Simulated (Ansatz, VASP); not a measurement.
# Two plane-wave programs on HfO2

```
CELL_PARAMETERS angstrom
0.00000 2.52169 2.52169
2.52169 0.00000 2.52169
2.52169 2.52169 0.00000
ATOMIC_POSITIONS crystal
Hf 0.00000 0.00000 0.00000
O 0.25000 0.25000 0.25000
O 0.75000 0.75000 0.75000
```

Alike in both runs: task single point; functional PBEsol; k mesh 8 × 8 × 8; occupations gaussian, width 0.05 eV; no spin polarisation.

|  | VASP | Ansatz |
| --- | --- | --- |
| version | VASP 6.6.1 | Ansatz 0.2.0 |
| potentials or method | VASP PAW PBE potentials, release 64 (Hf_pv, O), cutoff 520 eV | scalar-relativistic, plane waves, PAW |
| valence electrons in the cell | 22 | 38 |

```csv
,VASP,Ansatz,Ansatz less VASP
gap on the k mesh at the Fermi level (eV),3.71,3.69,-0.022
least direct gap on the mesh (eV),3.71,3.69,-0.022
pressure (GPa),-3.7,0.0,+3.68
```

VASP's potentials were made for PBE, not for PBEsol. VASP's potentials hold 22 valence electrons a cell and Ansatz's 38, so a difference there can come from the potentials and not from the codes.

Spin-orbit coupling is off throughout.
